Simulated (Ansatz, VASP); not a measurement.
W: VASP beside Ansatz

```
W
1.0
     4.71174    0.00000    0.00000
    -2.35587    4.08049    0.00000
     0.00000    0.00000    2.88850
W
3
Direct
  0.00000 0.00000 0.00000
  0.33333 0.66667 0.50000
  0.66667 0.33333 0.50000
```

Alike in both runs: task single point; functional r2SCAN; k mesh 6 × 6 × 6; occupations gaussian, width 0.1 eV; no spin polarisation.

```csv
,VASP,Ansatz
version,VASP 6.6.1,Ansatz 0.2.0
potentials or method,"VASP PAW PBE potentials, release 64 (W_sv), cutoff 520 eV","scalar-relativistic, plane waves, PAW"
valence electrons in the cell,42,42
```

Ansatz gave:

* gap on the k mesh at the Fermi level (eV): none
* pressure (GPa): -27.8
* traceless stress, the component that is largest in VASP (GPa): -21.34

Question: What did VASP give for the same quantities?

Answer: gap on the k mesh at the Fermi level (eV): none; pressure (GPa): -27.2; traceless stress, the component that is largest in VASP (GPa): -21.39.

VASP's potentials were made for PBE, not for r2SCAN. A gap of «none» marks a metal or a gap that the smearing closes.

The k mesh is coarse, so the values compare programs but aren't converged. Spin-orbit coupling is off throughout.
